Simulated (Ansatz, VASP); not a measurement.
## AlN in VASP and in Ansatz

File INCAR:

```
SYSTEM = AlN
PREC = Accurate
ENCUT = 520
EDIFF = 1E-6
ISMEAR = 0
SIGMA = 0.01
LREAL = .False.
LASPH = .True.
NELM = 100
ALGO = Normal
ISIF = 2
LWAVE = .False.
LCHARG = .False.
GGA = PE
NBANDS = 16
```

The input KPOINTS:

```
regular mesh
0
Gamma
  12 12 4
  0 0 0
```

File POSCAR:

```
AlN
1.0
    3.1640418588      0.0000000000      0.0000000000
   -1.5820209294      2.7401435942      0.0000000000
    0.0000000000      0.0000000000      5.0626702533
Al N
2 2
Direct
    0.3333333333      0.6666666667      0.0000000000
    0.6666666667      0.3333333333      0.5000000000
    0.3333333333      0.6666666667      0.3800000000
    0.6666666667      0.3333333333      0.8800000000
```

Input for Ansatz:

```yaml
crystal:
  lattice:
    - [3.164041858764639, 0.0, 0.0]
    - [-1.5820209293823195, 2.740143594191436, 0.0]
    - [0.0, 0.0, 5.062670253294785]
  atoms:
    - { symbol: Al, position: [0.3333333333333333, 0.6666666666666666, 0.0] }
    - { symbol: Al, position: [0.6666666666666666, 0.3333333333333333, 0.5] }
    - { symbol: "N", position: [0.3333333333333333, 0.6666666666666666, 0.38] }
    - { symbol: "N", position: [0.6666666666666666, 0.3333333333333333, 0.88] }
basis:
  ecutwfc: 500.0
kpoints:
  mp_grid:
    grid: [12, 12, 4]
hamiltonian:
  xc: pbe
scf:
  occupations:
    method: fixed
output:
  stress: true
```

Alike in both runs: task single point; functional PBE; k mesh 12 × 12 × 4; no spin polarisation.

|  | VASP | Ansatz |
| --- | --- | --- |
| version | VASP 6.6.1 | Ansatz 0.2.0 |
| potentials or method | VASP PAW PBE potentials, release 64 (Al, N), cutoff 520 eV | plane waves, PAW |
| occupations | gaussian, width 0.01 eV | fixed |
| valence electrons in the cell | 16 | 16 |

|  | VASP | Ansatz | Ansatz less VASP |
| --- | --- | --- | --- |
| pressure (GPa) | -5.8 | -5.5 | +0.25 |
| traceless stress, the component that is largest in VASP (GPa) | 1.25 | 1.21 | -0.043 |

Ansatz's warnings: structure snapped to symmetry.
